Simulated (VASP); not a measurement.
Here is a VASP 6.6.1 calculation.

INCAR

```
SYSTEM = Tl2S
ALGO = Normal
DIPOL = 0.5 0.5 0.294
EDIFF = 1E-7
ENCUT = 520
GGA = PE
IDIPOL = 3
ISIF = 2
ISMEAR = 0
LASPH = .TRUE.
LCHARG = .FALSE.
LDIPOL = .TRUE.
LREAL = .FALSE.
LWAVE = .FALSE.
NBANDS = 23
NELM = 60
PREC = Accurate
SIGMA = 0.1
```

The input KPOINTS:

```
k-points
0
G
  6 6 1
  0 0 0
```

POSCAR

```
Tl2S
1.0
    5.5340932317      0.0000002582      0.0000000000
   -2.7670468394      4.7926651965      0.0000000000
    0.0000000000      0.0000000000     23.8000000000
Tl S
2 1
Direct
    0.3333333333      0.6666666667      0.2941176471
    0.6666666667      0.3333333333      0.2941176471
    0.0000000000      0.0000000000      0.2941176471
```

Potentials or basis: VASP PAW PBE potentials, release 64 (Tl_d, S).

The run is started by

```sh
$ cat potpaw_PBE.64/Tl_d/POTCAR potpaw_PBE.64/S/POTCAR > POTCAR
$ mpirun -np 1 vasp_std > vasp.out
```

(1) Predict the band gap on the k mesh.

Results:

(1) 0.50 eV, indirect (least direct gap 1.00 eV).

Caveat: spin-orbit coupling is left out, which moves the levels of the heavy elements.
